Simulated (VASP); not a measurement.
Here is a VASP 6.6.1 calculation.

The input INCAR:

```
SYSTEM = Ni
  ALGO = Normal
  EDIFF = 1E-6
  ENCUT = 520
  GGA = PE
  ISIF = 2
  ISMEAR = -1
  ISPIN = 2
  LASPH = .TRUE.
  LCHARG = .FALSE.
  LMAXMIX = 4
  LORBIT = 11
  LREAL = .FALSE.
  LWAVE = .FALSE.
  MAGMOM = 1
  NBANDS = 15
  NELM = 150
  PREC = Accurate
  SIGMA = 0.1
```

File KPOINTS:

```
k-points
0
G
  21 21 20
  0 0 0
```

Contents of POSCAR:

```
Ni
1.0
    2.0277715603      0.0000000000      0.0000000000
   -1.0138857802      1.7561016843      0.0000000000
    0.0000000000      0.0000000000      1.9361961329
Ni
1
Direct
    0.0000000000      0.0000000000      0.0000000000
```

Potentials or basis: VASP PAW PBE potentials, release 64 (Ni).

Command:

```console
$ cat potpaw_PBE.64/Ni/POTCAR > POTCAR
$ mpirun -np 1 vasp_std > vasp.out
```

Question: Estimate the net moment.

Answer: 0.00 μB per cell.

Question: What does it give for the band gap on the k mesh?

Answer: Zero (filled and empty bands overlap).

Stress tensor (GPa, compression positive):
```
318.68   0.00   0.00
  0.00 318.68   0.00
  0.00   0.00 314.39
```
